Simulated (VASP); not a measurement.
# Zn (Fm-3m) in VASP: notebook

Runs on Zn. Level: r2SCAN. Tasks: single point, relaxation of cell and atoms.

All numbers are computed with VASP 6.6.1; they aren't measurements. Logs are shortened: lines on timing, memory, paths and dates and some standing lists are left out, and cuts for length are marked.

**1. The cell of the first run**

The structure is cubic, space group Fm-3m (No. 225). The conventional cell has a = 3.854 Å, b = 3.854 Å, c = 3.854 Å, α = 90.00°, β = 90.00°, γ = 90.00°. Within 3.6 Å of Zn (site symmetry m-3m) lie 12 Zn at 2.73 Å.

**2. Single point, r2SCAN**

Input file POSCAR:

```
Zn
1.0
    0.0000000000      1.9269603759      1.9269603759
    1.9269603759      0.0000000000      1.9269603759
    1.9269603759      1.9269603759      0.0000000000
Zn
1
Direct
    0.0000000000      0.0000000000      0.0000000000
```

Input file INCAR.step1:

```
SYSTEM = Zn
ALGO = Normal ; EDIFF = 1E-4
ENCUT = 520 ; GGA = PE
ISMEAR = 0 ; LASPH = .True.
LCHARG = .False. ; LREAL = .False.
LWAVE = .True. ; NBANDS = 12
NELM = 100 ; PREC = Accurate
SIGMA = 0.1
```

Input file INCAR.step2:

```
SYSTEM = Zn
ALGO = Normal ; EDIFF = 1E-7
ENCUT = 520 ; ISIF = 2
ISMEAR = 0 ; ISTART = 1
LASPH = .True. ; LCHARG = .True.
LELF = .True. ; LMIXTAU = .True.
LREAL = .False. ; LVHAR = .True.
LWAVE = .False. ; METAGGA = R2SCAN
NBANDS = 12 ; NELM = 100
PREC = Accurate ; SIGMA = 0.1
```

Input file KPOINTS:

```
k-points
0
Gamma
  8 8 8
  0 0 0
```

Potentials or basis: VASP PAW PBE potentials, release 64 (Zn).

Started as:

```sh
$ cat potpaw_PBE.64/Zn/POTCAR > POTCAR
$ cp INCAR.step1 INCAR
$ mpirun -np 1 vasp_std > vasp.out
$ cp INCAR.step2 INCAR
$ mpirun -np 1 vasp_std > vasp.out
```

OUTCAR:

```text
SYSTEM = Zn
   EDIFF = 1E-7
   ENCUT = 520
   ISIF = 2
   ISMEAR = 0
   ISTART = 1
   LASPH = .True.
   LREAL = .False.
   METAGGA = R2SCAN
   NELM = 100
   PREC = Accurate

 ion  position               nearest neighbor table
   1  0.000  0.000  0.000-

  LATTYP: Found a face centered cubic cell.
 ALAT       =     3.8539207518

  Lattice vectors:

 A1 = (   0.0000000000,   1.9269603759,   1.9269603759)
 A2 = (   1.9269603759,   0.0000000000,   1.9269603759)
 A3 = (   1.9269603759,   1.9269603759,   0.0000000000)

Analysis of symmetry for initial positions (statically):
=====================================================================
 Subroutine PRICEL returns:
 Original cell was already a primitive cell.

 Routine SETGRP: Setting up the symmetry group for a
 face centered cubic supercell.

 Subroutine GETGRP returns: Found 48 space group operations
 (whereof 48 operations were pure point group operations)
 out of a pool of 48 trial point group operations.

The static configuration has the point symmetry O_h .

Analysis of symmetry for dynamics (positions and initial velocities):
=====================================================================
 Subroutine PRICEL returns:
 Original cell was already a primitive cell.

 Routine SETGRP: Setting up the symmetry group for a
 face centered cubic supercell.

 Subroutine GETGRP returns: Found 48 space group operations
 (whereof 48 operations were pure point group operations)
 out of a pool of 48 trial point group operations.

The dynamic configuration has the point symmetry O_h .

 Subroutine INISYM returns: Found 48 space group operations
 (whereof 48 operations are pure point group operations),
 and found     1 'primitive' translations

----------------------------------------------------------------------------------------

                                     Primitive cell

  volume of cell :      14.3103

  direct lattice vectors                    reciprocal lattice vectors
     0.000000000  1.926960376  1.926960376    -0.259476015  0.259476015  0.259476015
     1.926960376  0.000000000  1.926960376     0.259476015 -0.259476015  0.259476015
     1.926960376  1.926960376  0.000000000     0.259476015  0.259476015 -0.259476015

  length of vectors
     2.725133498  2.725133498  2.725133498     0.449425642  0.449425642  0.449425642

  position of ions in fractional coordinates (direct lattice)
     0.000000000  0.000000000  0.000000000

  ion indices of the primitive-cell ions
   primitive index   ion index
                 1           1

----------------------------------------------------------------------------------------

 KPOINTS: k-points

Automatic generation of k-mesh.
 Grid dimensions read from file:
 generate k-points for:    8    8    8

 Generating k-lattice:

  Cartesian coordinates                     Fractional coordinates (reciprocal lattice)
    -0.032434502  0.032434502  0.032434502     0.125000000  0.000000000  0.000000000
     0.032434502 -0.032434502  0.032434502     0.000000000  0.125000000  0.000000000
     0.032434502  0.032434502 -0.032434502     0.000000000  0.000000000  0.125000000

  Length of vectors
     0.056178205  0.056178205  0.056178205

  Shift w.r.t. Gamma in fractional coordinates (k-lattice)
     0.000000000  0.000000000  0.000000000

 Subroutine IBZKPT returns following result:
 ===========================================

 Found     29 irreducible k-points:

 Following reciprocal coordinates:
            Coordinates               Weight
  0.000000  0.000000  0.000000      1.000000
  0.125000  0.000000  0.000000      8.000000
  0.250000  0.000000  0.000000      8.000000
  0.375000  0.000000  0.000000      8.000000
  0.500000  0.000000  0.000000      4.000000
  0.125000  0.125000  0.000000      6.000000
[... 16 lines left out ...]
  0.500000  0.250000  0.125000     48.000000
 -0.375000  0.250000  0.125000     24.000000
 [... further k-points ...]
   k-points           NKPTS =     29   k-points in BZ     NKDIM =     29   number of bands    NBANDS=     12
   number of dos      NEDOS =    301   number of ions     NIONS =      1
   total plane-waves  NPLWV =   8000
   dimension x,y,z NGX =    20 NGY =   20 NGZ =   20
   dimension x,y,z NGXF=    40 NGYF=   40 NGZF=   40
   ions per type =               1
   NGX,Y,Z   is equivalent  to a cutoff of  12.20, 12.20, 12.20 a.u.
   NGXF,Y,Z  is equivalent  to a cutoff of  24.40, 24.40, 24.40 a.u.
 SYSTEM =  Zn
   PREC   = accura    normal or accurate (medium, high low for compatibility)
   ISTART =      1    job   : 0-new  1-cont  2-samecut
   ICHARG =      0    charge: 1-file 2-atom 10-const
   ISPIN  =      1    spin polarized calculation?
   LNONCOLLINEAR =      F non collinear calculations
   LSORBIT =      F    spin-orbit coupling
   LASPH  =      T    aspherical Exc in radial PAW
   ENCUT  =  520.0 eV  38.22 Ry    6.18 a.u.   5.07  5.07  5.07*2*pi/ulx,y,z
   NELM   =    100;   NELMIN=  2; NELMDL=  0     # of ELM steps
   EDIFF  = 0.1E-06   stopping-criterion for ELM
   LREAL  =      F    real-space projection
   EDIFFG = 0.1E-05   stopping-criterion for IOM
   NSW    =      0    number of steps for IOM
   IBRION =     -1    ionic relax: 0-MD 1-quasi-New 2-CG
   NFREE  =      0    steps in history (QN), initial steepest desc. (CG)
   ISIF   =      2    stress and relaxation
   ISYM   =      2    0-nonsym 1-usesym 2-fastsym
   POTIM  = 0.5000    time-step for ionic-motion
   TEBEG  =    0.0;   TEEND  =   0.0 temperature during run
   PSTRESS=    0.0 pullay stress
   NELECT =      12.0000    total number of electrons
   NUPDOWN=      -1.0000    fix difference up-down
   EMIN   =  10.00;   EMAX   =-10.00  energy-range for DOS
   EFERMI =   0.00;   METHOD = LEGACY
   ISMEAR =     0;   SIGMA  =   0.10  broadening in eV -4-tet -1-fermi 0-gaus
   EFERMI_NEDOS =   21; number of points for ismear=-14 and -15
   IALGO  =     38    algorithm
   IMIX   =      4    mixing-type and parameters
     AMIX     =   0.40;   BMIX     =  1.00
     AMIX_MAG =   1.60;   BMIX_MAG =  1.00
  volume/ion in A,a.u.               =      14.31        96.57
  Fermi-wavevector in a.u.,A,eV,Ry     =   1.543781  2.917324 32.426234  2.383261
  Thomas-Fermi vector in A             =   2.649395
   LORBIT       =      0    0 simple, 1 ext, 2 COOP (PROOUT), +10 PAW based schemes
   METAGGA = R2SCAN    functional components
   LHFCALC =     F    Hartree Fock is set to
   AEXX    =    0.0000 exact exchange contribution
   IVDW    =     0    specifies the selected vdW correction
   LEPSILON=     F    determine dielectric tensor
   LRPA    =     F    only Hartree local field effects (RPA)
 non-spin polarized calculation
 Gauss-broadening in eV      SIGMA  =   0.10
  energy-cutoff  :      520.00
  volume of cell :       14.31
 maximum number of plane-waves:       396
   NGX = 11   NGY = 11   NGZ = 11

 number of electron      12.0000004 magnetization

 Free energy of the ion-electron system (eV)
  ---------------------------------------------------
  ext. energy  EPLUGINS =         0.00000000
  ---------------------------------------------------
  free energy    TOTEN  =        -8.85964733 eV

  energy without entropy =       -8.85739737  energy(sigma->0) =       -8.85852235

 E-fermi :   3.0957     XC(G=0): -13.0378

 val. band max:        2.9866206706   @ k =  -0.3750   0.2500   0.1250
 cond. band min:       3.1469489828   @ k =  -0.3750   0.5000   0.1250
 fundamental gap:      0.1603283122
 Fermi energy:         3.0957018353

 k-point     1 :       0.0000    0.0000    0.0000
  band No.  band energies     occupation
      1      -7.9499      2.00000
      2      -4.7209      2.00000
      3      -4.7209      2.00000
      4      -4.7209      2.00000
      5      -4.2901      2.00000
      6      -4.2901      2.00000
      7      23.5327      0.00000
      8      23.5959      0.00000
      9      23.5960      0.00000
     10      23.5960      0.00000
     11      25.9829      0.00000
     12      25.9829      0.00000

 k-point     2 :       0.1250    0.0000    0.0000
  band No.  band energies     occupation
      1      -7.4419      2.00000
      2      -4.7591      2.00000
      3      -4.6681      2.00000
      4      -4.6680      2.00000
      5      -4.3014      2.00000
      6      -4.3013      2.00000
      7      17.7067      0.00000
      8      22.2753      0.00000
      9      22.2754      0.00000
     10      23.3707      0.00000
     11      28.1904      0.00000
     12      28.1905      0.00000

 k-point     3 :       0.2500    0.0000    0.0000
  band No.  band energies     occupation
      1      -6.1547      2.00000
      2      -4.6317      2.00000
      3      -4.6316      2.00000
      4      -4.6015      2.00000
      5      -4.2320      2.00000
      6      -4.2318      2.00000
      7      11.3770      0.00000
      8      20.9922      0.00000
      9      20.9924      0.00000
     10      22.8905      0.00000
     11      27.0466      0.00000
     12      27.0468      0.00000

 k-point     4 :       0.3750    0.0000    0.0000
  band No.  band energies     occupation
      1      -5.5989      2.00000
      2      -4.6929      2.00000
      3      -4.6928      2.00000
      4      -4.0566      2.00000
      5      -4.0565      2.00000
      6      -2.6891      2.00000
      7       5.8711      0.00000
      8      20.3947      0.00000
      9      20.3950      0.00000
     10      22.3351      0.00000
     11      24.6295      0.00000
     12      24.6297      0.00000

 k-point     5 :       0.5000    0.0000    0.0000
  band No.  band energies     occupation
      1      -5.5907      2.00000
      2      -4.7287      2.00000
      3      -4.7286      2.00000
      4      -3.9711      2.00000
      5      -3.9710      2.00000
      6       0.0205      2.00000
      7       2.1245      2.00000
      8      20.2778      0.00000
      9      20.2782      0.00000
     10      22.0847      0.00000
     11      23.7238      0.00000
     12      23.7241      0.00000
[... 228 lines left out ...]
      1      -5.5312      2.00000
      2      -5.4363      2.00000
      3      -3.9879      2.00000
      4      -3.8900      2.00000
      5      -3.8900      2.00000
      6       2.1284      2.00000
      7       5.5286      0.00000
      8      12.6421      0.00000
      9      12.6421      0.00000
     10      16.1363      0.00000
     11      18.0306      0.00000
     12      42.4026      0.00000

 k-point    22 :       0.3750    0.2500    0.1250
  band No.  band energies     occupation
      1      -5.3339      2.00000
      2      -5.0104      2.00000
      3      -4.6810      2.00000
      4      -4.3457      2.00000
      5      -4.2508      2.00000
      6      -3.3900      2.00000
      7      12.2806      0.00000
      8      12.9236      0.00000
      9      18.0166      0.00000
     10      22.8913      0.00000
     11      23.6501      0.00000
     12      29.1383      0.00000

 k-point    23 :       0.5000    0.2500    0.1250
  band No.  band energies     occupation
      1      -5.1771      2.00000
      2      -4.8515      2.00000
      3      -4.7128      2.00000
      4      -4.3794      2.00000
      5      -4.0756      2.00000
      6      -1.1205      2.00000
      7       7.1038      0.00000
      8      12.4402      0.00000
      9      15.1856      0.00000
     10      22.7860      0.00000
     11      26.1064      0.00000
     12      29.1021      0.00000

 k-point    24 :      -0.3750    0.2500    0.1250
  band No.  band energies     occupation
      1      -5.2027      2.00000
      2      -4.9168      2.00000
      3      -4.5282      2.00000
      4      -4.4569      2.00000
      5      -3.9966      2.00000
      6       1.9816      2.00000
      7       2.9866      1.87708
      8      13.1397      0.00000
      9      13.4550      0.00000
     10      22.6830      0.00000
     11      25.7047      0.00000
     12      34.0158      0.00000

 [... further k-points ...]
[... 5 lines left out ...]
  --------------------------------------------------------------------------------------
  -------------------------------------------------------------------------------------
  Total        0.0431688      0.0431688      0.0431688      0.0000000     -0.0000000      0.0000000
  in kB        4.8331672      4.8331672      4.8331672      0.0000000     -0.0000000      0.0000000
  external PRESSURE =       4.8331672 kB  Pullay stress =       0.0000000 kB

 VOLUME and BASIS-vectors are now :
 -----------------------------------------------------------------------------
  energy-cutoff  :      520.00
  volume of cell :       14.31
      direct lattice vectors                 reciprocal lattice vectors
     0.000000000  1.926960376  1.926960376    -0.259476015  0.259476015  0.259476015
     1.926960376  0.000000000  1.926960376     0.259476015 -0.259476015  0.259476015
     1.926960376  1.926960376  0.000000000     0.259476015  0.259476015 -0.259476015

 POSITION                                       TOTAL-FORCE (eV/Angst)
 -----------------------------------------------------------------------------------
      0.00000      0.00000      0.00000        -0.000000      0.000000      0.000000
 -----------------------------------------------------------------------------------
    total drift:                               -0.000000     -0.000000     -0.000000

  FREE ENERGIE OF THE ION-ELECTRON SYSTEM (eV)
  ---------------------------------------------------
  free  energy   TOTEN  =        -8.8596473350 eV

  energy  without entropy=       -8.8573973714  energy(sigma->0) =       -8.85852235
```

Run time: 49 s. Hardware: 1 thread of AMD EPYC 7R43 (Zen 3), shared host; peak memory 0.09 GiB.

Results:

| Property | Result |
| --- | --- |
| Free energy | -8.8596 eV |
| Pressure | 0.5 GPa |
| Band gap on the k mesh | zero (band 6 reaches 5.73 eV, above the bottom of band 7 at 2.12 eV) |

Caveat: the PAW data sets were made with another functional, which shifts forces and pressure a little.

**3. Relaxation of cell and atoms, r2SCAN**

This run uses another cell than the first one, of 15.17 Å³/atom, 1.060 times its volume.

Input file POSCAR:

```
Zn
1.0
    0.0000000000      1.9647760000      1.9647760000
    1.9647760000      0.0000000000      1.9647760000
    1.9647760000      1.9647760000      0.0000000000
Zn
1
Direct
    0.0000000000      0.0000000000      0.0000000000
```

Input file INCAR.step1:

```
SYSTEM = Zn
ALGO = Normal
EDIFF = 1E-4
ENCUT = 600
GGA = PE
ISMEAR = 0
LASPH = .TRUE.
LCHARG = .FALSE.
LREAL = .FALSE.
LWAVE = .TRUE.
NELM = 80
PREC = Accurate
SIGMA = 0.1
```

Input file INCAR.step2:

```
SYSTEM = Zn
ALGO = Normal
EDIFF = 1E-6
EDIFFG = -0.04
ENCUT = 600
IBRION = 2
ISIF = 3
ISMEAR = 0
ISTART = 1
LASPH = .TRUE.
LCHARG = .FALSE.
LMIXTAU = .TRUE.
LREAL = .FALSE.
LWAVE = .FALSE.
METAGGA = R2SCAN
NELM = 80
NSW = 90
PREC = Accurate
SIGMA = 0.1
```

Input file KPOINTS:

```
k-points
0
G
  8 8 8
  0 0 0
```

Potentials or basis: VASP PAW PBE potentials, release 64 (Zn).

Started as:

```sh
$ cat potpaw_PBE.64/Zn/POTCAR > POTCAR
$ cp INCAR.step1 INCAR
$ mpirun -np 1 vasp_std > vasp.out
$ cp INCAR.step2 INCAR
$ mpirun -np 1 vasp_std > vasp.out
```

Run time: 88 s. Hardware: 1 thread of AMD EPYC 7R43 (Zen 3), shared host; peak memory 0.11 GiB.

The run converged. Its results:

| Quantity | Value |
| --- | --- |
| Free energy | -8.8612 eV |
| Relaxed volume | 14.36 Å³/atom |
| Relaxed cell | a = 2.728 Å, b = 2.728 Å, c = 2.728 Å, α = 60.00°, β = 60.00°, γ = 60.00° |
| Space group after relaxing (to 0.05 Å) | Fm-3m (No. 225) |
| Energy gained by relaxing | 11.2 meV/atom |
| Ionic steps | 2 |
| Pressure after relaxing | 0.1 GPa |
| Band gap on the k mesh | zero (band 6 reaches 5.70 eV, above the bottom of band 7 at 2.09 eV) |

The path:
| step | energy change (eV) | largest force (eV/Å) | pressure (GPa) | volume (Å³) |
| --- | --- | --- | --- | --- |
| 1 | 0.0000 | 0.0000 | -3.97 | 15.17 |
| 2 | -0.0112 | 0.0000 | 0.08 | 14.36 |

Final structure:
```
Zn
1.0
     0.00000    1.92914    1.92914
     1.92914    0.00000    1.92914
     1.92914    1.92914    0.00000
Zn
1
Direct
  0.00000 0.00000 0.00000
```

Levels at points of the mesh, in eV from the Fermi level:
| k point | band 2 | band 3 | band 4 | band 5 | band 6 | band 7 | band 8 | band 9 | band 10 |
| --- | --- | --- | --- | --- | --- | --- | --- | --- | --- |
| (0.00, 0.00, 0.00) | -7.81 | -7.81 | -7.81 | -7.38 | -7.38 | 20.41 | 20.45 | 20.45 | 20.45 |
| (0.50, 0.00, 0.00) | -7.81 | -7.81 | -7.06 | -7.06 | -3.06 | -0.98 | 17.14 | 17.14 | 18.97 |
| (0.50, 0.50, 0.00) | -8.52 | -7.08 | -6.98 | -6.98 | -0.96 | 2.42 | 9.53 | 9.53 | 13.02 |

Caveat: the PAW data sets were made with another functional, which shifts forces and pressure a little.
